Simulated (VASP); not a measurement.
Here is a VASP 6.6.1 calculation.

INCAR

```
  PREC = Accurate
  ENCUT = 600
  EDIFF = 1E-6
  ISMEAR = -1
  SIGMA = 0.05
  LREAL = False
  LASPH = True
  NELM = 100
  ALGO = Normal
  ISIF = 3
  LWAVE = False
  LCHARG = False
  GGA = PS
  IVDW = 13
  IBRION = 2
  NSW = 60
  EDIFFG = -0.01
```

Contents of KPOINTS:

```
Automatic mesh
0
Gamma
  7 7 7
```

The input POSCAR:

```
SnTe
1.0
    0.0000000000      3.1508500000      3.1508500000
    3.1508500000      0.0000000000      3.1508500000
    3.1508500000      3.1508500000      0.0000000000
Te Sn
1 1
Direct
    0.5000000000      0.5000000000      0.5000000000
    0.0000000000      0.0000000000      0.0000000000
```

Potentials or basis: VASP PAW PBE potentials, release 64 (Te, Sn_d).

Run with:

```console
$ cat potpaw_PBE.64/Te/POTCAR potpaw_PBE.64/Sn_d/POTCAR > POTCAR
$ mpirun -np 1 vasp_std > vasp.out
```

(1) Predict the relaxed cell.

(2) What does it give for the dispersion energy per atom?

Answers

(1) a = 4.406 Å, b = 4.406 Å, c = 4.406 Å, α = 60.00°, β = 60.00°, γ = 60.00°.

(2) -0.261 eV.
